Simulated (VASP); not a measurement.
Here is a VASP 6.6.1 calculation.

Contents of INCAR:

```
SYSTEM = LiSb2
PREC = Accurate
ENCUT = 520
EDIFF = 1E-7
ISMEAR = 0
SIGMA = 0.1229
LREAL = .False.
LASPH = .True.
NELM = 60
ALGO = Normal
ISIF = 2
LWAVE = .False.
LCHARG = .True.
GGA = PE
IVDW = 12
LELF = .True.
LVHAR = .True.
NBANDS = 22
```

Contents of KPOINTS:

```
regular mesh
0
Gamma
  4 4 4
  0 0 0
```

Contents of POSCAR:

```
LiSb2
1.0
    0.0000000000      2.8913691466      5.3235239625
    0.0000000000     -2.8913691466      5.3235239625
    4.4723831535      2.8913691466      0.0000000000
Li Sb
2 4
Direct
    0.0000000000      0.0000000000      0.0000000000
    0.2500000000      0.2500000000      0.5000000000
    0.6711119543      0.3288880457      0.6577760914
    0.3288880457      0.6711119543      0.3422239086
    0.5788880457      0.9211119543      0.8422239086
    0.9211119543      0.5788880457      0.1577760914
```

Potentials or basis: VASP PAW PBE potentials, release 64 (Li_sv, Sb).

Run with:

```sh
$ cat potpaw_PBE.64/Li_sv/POTCAR potpaw_PBE.64/Sb/POTCAR > POTCAR
$ mpirun -np 1 vasp_std > vasp.out
```

(1) Estimate the dispersion energy per atom.

(2) What does it give for the band gap on the k mesh?

## Answers

(1) -0.418 eV.

(2) zero (band 13 reaches 8.59 eV, above the bottom of band 14 at 5.46 eV).

Caveat: three body term missing; spin-orbit coupling is left out, which moves the levels of the heavy elements.
